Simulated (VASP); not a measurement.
LaAl2SiRu2:

```
La Si Al Ru
1.0
     4.40962    0.00000    0.00000
     0.00000    4.40962    0.00000
     0.00000    0.00000    5.92903
La Si Al Ru
1 1 2 2
Direct
  0.00000 0.00000 0.50000
  0.00000 0.00000 0.00000
  0.50000 0.50000 0.25370
  0.50000 0.50000 0.74630
  0.00000 0.50000 0.00000
  0.50000 0.00000 0.00000
```

* Program: VASP 6.6.1
* Task: relaxation of cell and atoms
* Functional: PBEsol
* Potentials or basis: VASP PAW PBE potentials, release 64 (La, Si, Al, Ru_pv)
* Cutoff: 600 eV
* k mesh: 4 × 4 × 3
* Occupations: fermi-dirac, width 0.0104 eV
* Spin: no spin polarisation

At the start: pressure -2.5 GPa; volume 19.21 Å³/atom.

**Question.** Where does the relaxation end?

**Answer.** Over 7 steps the energy falls by 4.8 meV/atom and the volume is 18.76 Å³/atom (-2.4 %); space group P4/mmm (No. 123, to 0.1 Å) before and after.

Step by step:
| step | energy change (eV) | largest force (eV/Å) | pressure (GPa) | volume (Å³) |
| --- | --- | --- | --- | --- |
| 1 | 0.0000 | 0.0760 | -2.45 | 115.29 |
| 2 | -0.0073 | 0.2282 | 2.84 | 110.44 |
| 3 | -0.0249 | 0.0864 | 0.31 | 112.61 |
| 4 | -0.0280 | 0.0869 | -0.10 | 112.69 |
| 5 | -0.0283 | 0.0885 | -0.03 | 112.67 |
| 6 | -0.0288 | 0.0457 | -0.01 | 112.62 |
| 7 | -0.0290 | 0.0000 | 0.00 | 112.56 |

Final structure:
```
La Si Al Ru
1.0
     4.39672    0.00000    0.00000
     0.00000    4.39672    0.00000
     0.00000    0.00000    5.82292
La Si Al Ru
1 1 2 2
Direct
  0.00000 0.00000 0.50000
  0.00000 0.00000 0.00000
  0.50000 0.50000 0.25524
  0.50000 0.50000 0.74476
  0.00000 0.50000 0.00000
  0.50000 0.00000 0.00000
```

Caveat: the PAW data sets were made with another functional, which shifts forces and pressure a little.
